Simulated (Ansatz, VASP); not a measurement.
Two plane-wave programs on MgH2

```xyz
3
Lattice="0.0000 2.3151 2.3151 2.3151 0.0000 2.3151 2.3151 2.3151 0.0000" Properties=species:S:1:pos:R:3 pbc="T T T"
Mg    0.0000    0.0000    0.0000
H     3.4727    3.4727    3.4727
H     1.1576    1.1576    1.1576
```

Alike in both runs: task single point; functional r2SCAN; k mesh 16 × 16 × 16; occupations gaussian, width 0.1 eV; no spin polarisation.

|  | VASP | Ansatz |
| --- | --- | --- |
| version | VASP 6.6.1 | Ansatz 0.2.0 |
| potentials or method | VASP PAW PBE potentials, release 64 (Mg, H), cutoff 520 eV | scalar-relativistic, plane waves, PAW |
| valence electrons in the cell | 4 | 12 |

|  | VASP | Ansatz | Ansatz less VASP |
| --- | --- | --- | --- |
| gap on the k mesh at the Fermi level (eV) | none | none | - |
| pressure (GPa) | 3.7 | 4.3 | +0.61 |

VASP's potentials were made for PBE, not for r2SCAN. A gap of «none» marks a metal or a gap that the smearing closes. VASP's potentials hold 4 valence electrons a cell and Ansatz's 12, so a difference there can come from the potentials and not from the codes.
